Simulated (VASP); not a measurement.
Write the native input for VASP 6.6.1 that does the following.

| Quantity | Value |
| --- | --- |
| Task | single point |
| Functional | PBE |
| Potentials or basis | VASP PAW PBE potentials, release 64 (Li_sv, F) |
| Cutoff | 520 eV |
| k mesh | 12 × 12 × 6 |
| Occupations | fermi-dirac, width 0.02 eV |
| Spin | no spin polarisation |
| Dipole correction | no |
| Further INCAR settings | ALGO = Normal; EDIFF = 1e-06; NBANDS = 18 |

The structure of LiF lies in POSCAR:

```
LiF
1.0
    3.0810126313      0.0000000000      0.0000000000
   -1.5405063157      2.6682352081      0.0000000000
    0.0000000000      0.0000000000      4.7853430013
Li F
2 2
Direct
    0.3333333333      0.6666666667     -0.0074305293
    0.6666666667      0.3333333333      0.4925694707
    0.3333333333      0.6666666667      0.3824305293
    0.6666666667      0.3333333333      0.8824305293
```

One way to write it, as run:

INCAR

```
PREC     = Accurate       # precision mode
ENCUT    = 520            # plane-wave cutoff, eV
EDIFF    = 1E-6           # SCF threshold, eV
ISMEAR   = -1             # smearing method
SIGMA    = 0.02           # smearing width, eV
LREAL    = F              # projectors in reciprocal space
LASPH    = T              # aspherical terms in the spheres
NELM     = 100            # most SCF steps
ALGO     = Normal         # electronic algorithm
ISIF     = 2              # what is computed and relaxed
LWAVE    = F              # write WAVECAR
LCHARG   = F              # write CHGCAR
GGA      = PE             # functional
NBANDS   = 18             # bands
```

KPOINTS

```
regular mesh
0
Gamma
  12 12 6
```

Potentials or basis: VASP PAW PBE potentials, release 64 (Li_sv, F).

Command:

```console
$ cat potpaw_PBE.64/Li_sv/POTCAR potpaw_PBE.64/F/POTCAR > POTCAR
$ mpirun -np 1 vasp_std > vasp.out
```

It gave:

- Largest force: 0.003 eV/Å
- Band gap on the k mesh: 7.84 eV, direct

Run time: 26 s on 1 thread of Intel(R) Xeon(R) Platinum 8375C CPU @ 2.90GHz (Ice Lake), on a shared host, peak memory 0.17 GiB.
